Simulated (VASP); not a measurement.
# GaAs (gw) (F-43m) in VASP: single point with PBEsol

Aim: the single point of GaAs (gw) with PBEsol.

Everything below comes from runs of VASP 6.6.1. Logs are shortened: lines on timing, memory, paths and dates and some standing lists are left out, and cuts for length are marked.

## Step 1: The cell of the first run

Symmetry: F-43m, No. 216, cubic system. Conventional cell: a = 5.659 Å, b = 5.659 Å, c = 5.659 Å, α = 90.00°, β = 90.00°, γ = 90.00°. Ga (site symmetry -43m) has 4 As at 2.45 Å within 3.2 Å. As (site symmetry -43m) has 4 Ga at 2.45 Å within 3.2 Å.

## Step 2: Single point, PBEsol

File INCAR:

```
SYSTEM = GaAs
ALGO = Normal ; EDIFF = 1E-6
ENCUT = 500 ; GGA = PS
GGA_COMPAT = .FALSE. ; ISIF = 2
ISMEAR = 0 ; LASPH = .TRUE.
LCHARG = .FALSE. ; LREAL = .FALSE.
LWAVE = .FALSE. ; NBANDS = 16
NELM = 120 ; PREC = Accurate
SIGMA = 0.01
```

File KPOINTS:

```
k-points
0
G
  4 4 4
  0 0 0
```

File POSCAR:

```
GaAs
1.0
    0.0000000000      2.8295183095      2.8295183095
    2.8295183095      0.0000000000      2.8295183095
    2.8295183095      2.8295183095      0.0000000000
Ga As
1 1
Direct
    0.0000000000      0.0000000000      0.0000000000
    0.2500000000      0.2500000000      0.2500000000
```

Potentials or basis: VASP PAW PBE potentials, release 64 (Ga_d, As).

Launch:

```console
$ cat potpaw_PBE.64/Ga_d/POTCAR potpaw_PBE.64/As/POTCAR > POTCAR
$ mpirun -np 1 vasp_std > vasp.out
```

OUTCAR:

```text
SYSTEM = GaAs
   EDIFF = 1E-6
   ENCUT = 500
   GGA = PS
   ISIF = 2
   ISMEAR = 0
   LASPH = .TRUE.
   LREAL = .FALSE.
   NELM = 120
   PREC = Accurate

 ion  position               nearest neighbor table
   1  0.000  0.000  0.000-   2 2.45   2 2.45   2 2.45   2 2.45
   2  0.250  0.250  0.250-   1 2.45   1 2.45   1 2.45   1 2.45

  LATTYP: Found a face centered cubic cell.
 ALAT       =     5.6590366190

  Lattice vectors:

 A1 = (   0.0000000000,   2.8295183095,   2.8295183095)
 A2 = (   2.8295183095,   0.0000000000,   2.8295183095)
 A3 = (   2.8295183095,   2.8295183095,   0.0000000000)

Analysis of symmetry for initial positions (statically):
=====================================================================
 Subroutine PRICEL returns:
 Original cell was already a primitive cell.

 Routine SETGRP: Setting up the symmetry group for a
 face centered cubic supercell.

 Subroutine GETGRP returns: Found 24 space group operations
 (whereof 24 operations were pure point group operations)
 out of a pool of 48 trial point group operations.

The static configuration has the point symmetry T_d .

Analysis of symmetry for dynamics (positions and initial velocities):
=====================================================================
 Subroutine PRICEL returns:
 Original cell was already a primitive cell.

 Routine SETGRP: Setting up the symmetry group for a
 face centered cubic supercell.

 Subroutine GETGRP returns: Found 24 space group operations
 (whereof 24 operations were pure point group operations)
 out of a pool of 48 trial point group operations.

The dynamic configuration has the point symmetry T_d .

 Subroutine INISYM returns: Found 24 space group operations
 (whereof 24 operations are pure point group operations),
 and found     1 'primitive' translations

----------------------------------------------------------------------------------------

                                     Primitive cell

  volume of cell :      45.3072

  direct lattice vectors                    reciprocal lattice vectors
     0.000000000  2.829518310  2.829518310    -0.176708523  0.176708523  0.176708523
     2.829518310  0.000000000  2.829518310     0.176708523 -0.176708523  0.176708523
     2.829518310  2.829518310  0.000000000     0.176708523  0.176708523 -0.176708523

  length of vectors
     4.001543168  4.001543168  4.001543168     0.306068139  0.306068139  0.306068139

  position of ions in fractional coordinates (direct lattice)
     0.000000000  0.000000000  0.000000000
     0.250000000  0.250000000  0.250000000

  ion indices of the primitive-cell ions
   primitive index   ion index
                 1           1
                 2           2

----------------------------------------------------------------------------------------

 KPOINTS: k-points

Automatic generation of k-mesh.
 Grid dimensions read from file:
 generate k-points for:    4    4    4

 Generating k-lattice:

  Cartesian coordinates                     Fractional coordinates (reciprocal lattice)
    -0.044177131  0.044177131  0.044177131     0.250000000  0.000000000  0.000000000
     0.044177131 -0.044177131  0.044177131     0.000000000  0.250000000  0.000000000
     0.044177131  0.044177131 -0.044177131     0.000000000  0.000000000  0.250000000

  Length of vectors
     0.076517035  0.076517035  0.076517035

  Shift w.r.t. Gamma in fractional coordinates (k-lattice)
     0.000000000  0.000000000  0.000000000

 Subroutine IBZKPT returns following result:
 ===========================================

 Found      8 irreducible k-points:

 Following reciprocal coordinates:
            Coordinates               Weight
  0.000000  0.000000  0.000000      1.000000
  0.250000  0.000000  0.000000      8.000000
  0.500000  0.000000  0.000000      4.000000
  0.250000  0.250000  0.000000      6.000000
  0.500000  0.250000  0.000000     24.000000
 -0.250000  0.250000  0.000000     12.000000
  0.500000  0.500000  0.000000      3.000000
 -0.250000  0.500000  0.250000      6.000000
   k-points           NKPTS =      8   k-points in BZ     NKDIM =      8   number of bands    NBANDS=     16
   number of dos      NEDOS =    301   number of ions     NIONS =      2
   total plane-waves  NPLWV =  27000
   dimension x,y,z NGX =    30 NGY =   30 NGZ =   30
   dimension x,y,z NGXF=    60 NGYF=   60 NGZF=   60
   ions per type =               1   1
   NGX,Y,Z   is equivalent  to a cutoff of  12.46, 12.46, 12.46 a.u.
   NGXF,Y,Z  is equivalent  to a cutoff of  24.93, 24.93, 24.93 a.u.
 SYSTEM =  GaAs
   PREC   = accura    normal or accurate (medium, high low for compatibility)
   ISTART =      0    job   : 0-new  1-cont  2-samecut
   ICHARG =      2    charge: 1-file 2-atom 10-const
   ISPIN  =      1    spin polarized calculation?
   LNONCOLLINEAR =      F non collinear calculations
   LSORBIT =      F    spin-orbit coupling
   LASPH  =      T    aspherical Exc in radial PAW
   ENCUT  =  500.0 eV  36.75 Ry    6.06 a.u.   7.30  7.30  7.30*2*pi/ulx,y,z
   NELM   =    120;   NELMIN=  2; NELMDL= -5     # of ELM steps
   EDIFF  = 0.1E-05   stopping-criterion for ELM
   LREAL  =      F    real-space projection
   EDIFFG = 0.1E-04   stopping-criterion for IOM
   NSW    =      0    number of steps for IOM
   IBRION =     -1    ionic relax: 0-MD 1-quasi-New 2-CG
   NFREE  =      0    steps in history (QN), initial steepest desc. (CG)
   ISIF   =      2    stress and relaxation
   ISYM   =      2    0-nonsym 1-usesym 2-fastsym
   POTIM  = 0.5000    time-step for ionic-motion
   TEBEG  =    0.0;   TEEND  =   0.0 temperature during run
   PSTRESS=    0.0 pullay stress
   NELECT =      18.0000    total number of electrons
   NUPDOWN=      -1.0000    fix difference up-down
   EMIN   =  10.00;   EMAX   =-10.00  energy-range for DOS
   EFERMI =   0.00;   METHOD = LEGACY
   ISMEAR =     0;   SIGMA  =   0.01  broadening in eV -4-tet -1-fermi 0-gaus
   EFERMI_NEDOS =   21; number of points for ismear=-14 and -15
   IALGO  =     38    algorithm
   IMIX   =      4    mixing-type and parameters
     AMIX     =   0.40;   BMIX     =  1.00
     AMIX_MAG =   1.60;   BMIX_MAG =  1.00
  volume/ion in A,a.u.               =      22.65       152.87
  Fermi-wavevector in a.u.,A,eV,Ry     =   1.203492  2.274270 19.706579  1.448393
  Thomas-Fermi vector in A             =   2.339244
   LORBIT       =      0    0 simple, 1 ext, 2 COOP (PROOUT), +10 PAW based schemes
   GGA     = PS    functional components
   LHFCALC =     F    Hartree Fock is set to
   AEXX    =    0.0000 exact exchange contribution
   IVDW    =     0    specifies the selected vdW correction
   LEPSILON=     F    determine dielectric tensor
   LRPA    =     F    only Hartree local field effects (RPA)
 non-spin polarized calculation
 Gauss-broadening in eV      SIGMA  =   0.01
  energy-cutoff  :      500.00
  volume of cell :       45.31
 maximum number of plane-waves:      1174
 NGX is ok and might be reduce to    30
   NGX = 15   NGY = 15   NGZ = 15

 number of electron      17.9999993 magnetization

 Free energy of the ion-electron system (eV)
  ---------------------------------------------------
  ext. energy  EPLUGINS =         0.00000000
  ---------------------------------------------------
  free energy    TOTEN  =        -8.90589773 eV

  energy without entropy =       -8.90589773  energy(sigma->0) =       -8.90589773

 E-fermi :   3.8737     XC(G=0):  -9.7365

 val. band max:        3.8301166668   @ k =   0.0000   0.0000   0.0000
 cond. band min:       4.2497248240   @ k =   0.0000   0.0000   0.0000
 fundamental gap:      0.4196081572
 Fermi energy:         3.8737304486

 k-point     1 :       0.0000    0.0000    0.0000
  band No.  band energies     occupation
      1     -10.9991      2.00000
      2     -10.9991      2.00000
      3     -10.9991      2.00000
      4     -10.9213      2.00000
      5     -10.9213      2.00000
      6      -8.9063      2.00000
[... 8 lines left out ...]
     15      13.9008      0.00000
     16      13.9008      0.00000

 k-point     2 :       0.2500    0.0000    0.0000
  band No.  band energies     occupation
      1     -11.0411      2.00000
      2     -10.9879      2.00000
      3     -10.9879      2.00000
      4     -10.9210      2.00000
      5     -10.9210      2.00000
      6      -8.2117      2.00000
[... 8 lines left out ...]
     15      12.7606      0.00000
     16      12.7606      0.00000

 k-point     3 :       0.5000    0.0000    0.0000
  band No.  band energies     occupation
      1     -11.0771      2.00000
      2     -10.9799      2.00000
      3     -10.9799      2.00000
      4     -10.9174      2.00000
      5     -10.9174      2.00000
      6      -7.1299      2.00000
[... 8 lines left out ...]
     15      15.6030      0.00000
     16      15.6030      0.00000

 k-point     4 :       0.2500    0.2500    0.0000
  band No.  band energies     occupation
      1     -11.0614      2.00000
      2     -10.9752      2.00000
      3     -10.9752      2.00000
      4     -10.9329      2.00000
      5     -10.9149      2.00000
      6      -7.9756      2.00000
[... 8 lines left out ...]
     15      14.9042      0.00000
     16      15.0504      0.00000

 k-point     5 :       0.5000    0.2500    0.0000
  band No.  band energies     occupation
      1     -11.0885      2.00000
      2     -10.9693      2.00000
      3     -10.9640      2.00000
      4     -10.9322      2.00000
      5     -10.9142      2.00000
      6      -6.8396      2.00000
[... 8 lines left out ...]
     15      15.7612      0.00000
     16      16.2667      0.00000

 k-point     6 :      -0.2500    0.2500    0.0000
  band No.  band energies     occupation
      1     -11.0739      2.00000
      2     -10.9762      2.00000
      3     -10.9740      2.00000
      4     -10.9232      2.00000
      5     -10.9210      2.00000
      6      -7.2579      2.00000
[... 8 lines left out ...]
     15      14.0432      0.00000
     16      16.3734      0.00000

 k-point     7 :       0.5000    0.5000    0.0000
  band No.  band energies     occupation
      1     -11.1084      2.00000
      2     -10.9502      2.00000
      3     -10.9502      2.00000
      4     -10.9470      2.00000
      5     -10.9085      2.00000
      6      -6.3828      2.00000
[... 8 lines left out ...]
     15      16.9997      0.00000
     16      17.0977      0.00000

 k-point     8 :      -0.2500    0.5000    0.2500
  band No.  band energies     occupation
      1     -11.0954      2.00000
      2     -10.9685      2.00000
      3     -10.9550      2.00000
      4     -10.9321      2.00000
      5     -10.9173      2.00000
      6      -6.3232      2.00000
[... 8 lines left out ...]
     15      15.9544      0.00000
     16      17.0161      0.00000

------------------------ aborting loop because EDIFF is reached ----------------------------------------

  FORCE on cell =-STRESS in cart. coord.  units (eV):
  Direction    XX          YY          ZZ          XY          YZ          ZX
  --------------------------------------------------------------------------------------
  -------------------------------------------------------------------------------------
  Total        0.1109018      0.1109018      0.1109018     -0.0000000      0.0000000      0.0000000
  in kB        3.9217657      3.9217657      3.9217657     -0.0000000      0.0000000      0.0000000
  external PRESSURE =       3.9217657 kB  Pullay stress =       0.0000000 kB

 VOLUME and BASIS-vectors are now :
 -----------------------------------------------------------------------------
  energy-cutoff  :      500.00
  volume of cell :       45.31
      direct lattice vectors                 reciprocal lattice vectors
     0.000000000  2.829518310  2.829518310    -0.176708523  0.176708523  0.176708523
     2.829518310  0.000000000  2.829518310     0.176708523 -0.176708523  0.176708523
     2.829518310  2.829518310  0.000000000     0.176708523  0.176708523 -0.176708523

 POSITION                                       TOTAL-FORCE (eV/Angst)
 -----------------------------------------------------------------------------------
      0.00000      0.00000      0.00000        -0.000000     -0.000000     -0.000000
      1.41476      1.41476      1.41476         0.000000      0.000000      0.000000
 -----------------------------------------------------------------------------------
    total drift:                               -0.000000     -0.000000      0.000000

  FREE ENERGIE OF THE ION-ELECTRON SYSTEM (eV)
  ---------------------------------------------------
  free  energy   TOTEN  =        -8.9058977306 eV

  energy  without entropy=       -8.9058977306  energy(sigma->0) =       -8.90589773
```

Wall time 8 s (1 thread of Intel Xeon Platinum 8259CL at 2.50GHz (Skylake/Cascade Lake), shared host); peak memory 0.16 GiB.

What came out:

```yaml
Free_energy: -8.9059 eV
Pressure: 0.4 GPa
Band_gap_on_the_k_mesh: 0.42 eV, direct
```

Caveat: the k points lie up to 0.48 Å⁻¹ apart; the PAW data sets were made with another functional, which shifts forces and pressure a little. Expect the measured gap to be larger: semilocal functionals such as PBEsol lack the derivative discontinuity.
